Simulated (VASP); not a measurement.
Write the native input for VASP 6.6.1 that does the following.

- Task: single point
- Functional: r2SCAN
- Potentials or basis: VASP PAW PBE potentials, release 64 (Sr_sv, Cl)
- Cutoff: 520 eV
- k mesh: 6 × 6 × 6
- Occupations: fermi-dirac, width 0.02 eV
- Spin: no spin polarisation
- Dipole correction: no
- Further INCAR settings: ALGO = Normal; EDIFF = 1e-07; NBANDS = 19

SrCl2:

```xyz
3
Lattice="0.0000 3.4977 3.4977 3.4977 0.0000 3.4977 3.4977 3.4977 0.0000" Properties=species:S:1:pos:R:3 pbc="T T T"
Sr    0.0000    0.0000    0.0000
Cl    5.2465    5.2465    5.2465
Cl    1.7488    1.7488    1.7488
```

These files were run (other wordings do the same):

POSCAR

```
SrCl2
1.0
    0.0000000000      3.4976593225      3.4976593225
    3.4976593225      0.0000000000      3.4976593225
    3.4976593225      3.4976593225      0.0000000000
Sr Cl
1 2
Direct
    0.0000000000      0.0000000000      0.0000000000
    0.7500000000      0.7500000000      0.7500000000
    0.2500000000      0.2500000000      0.2500000000
```

INCAR.step1

```
PREC = Accurate ; ENCUT = 520
ISMEAR = -1 ; SIGMA = 0.02
LREAL = False ; LASPH = True
NELM = 60 ; NBANDS = 19
GGA = PE ; ALGO = Normal
EDIFF = 1E-4 ; LWAVE = True
LCHARG = False
```

INCAR.step2

```
PREC = Accurate ; ENCUT = 520
EDIFF = 1E-7 ; ISMEAR = -1
SIGMA = 0.02 ; LREAL = False
LASPH = True ; NELM = 60
ALGO = Normal ; ISIF = 2
LWAVE = False ; LCHARG = False
METAGGA = R2SCAN ; LMIXTAU = True
NBANDS = 19 ; ISTART = 1
```

KPOINTS

```
regular mesh
0
Gamma
  6 6 6
```

Potentials or basis: VASP PAW PBE potentials, release 64 (Sr_sv, Cl).

Run with:

```sh
$ cat potpaw_PBE.64/Sr_sv/POTCAR potpaw_PBE.64/Cl/POTCAR > POTCAR
$ cp INCAR.step1 INCAR
$ mpirun -np 1 vasp_std > vasp.out
$ cp INCAR.step2 INCAR
$ mpirun -np 1 vasp_std > vasp.out
```

It gave:

```
Pressure               : 0.0 GPa
Band gap on the k mesh : 5.94 eV, indirect (least direct gap 5.99 eV)
```

Caveat: the PAW data sets were made with another functional, which shifts forces and pressure a little.

It took 2.5 min on 1 thread of Intel(R) Xeon(R) Platinum 8259CL CPU @ 2.50GHz (Skylake/Cascade Lake) (shared host), peak memory 0.26 GiB.
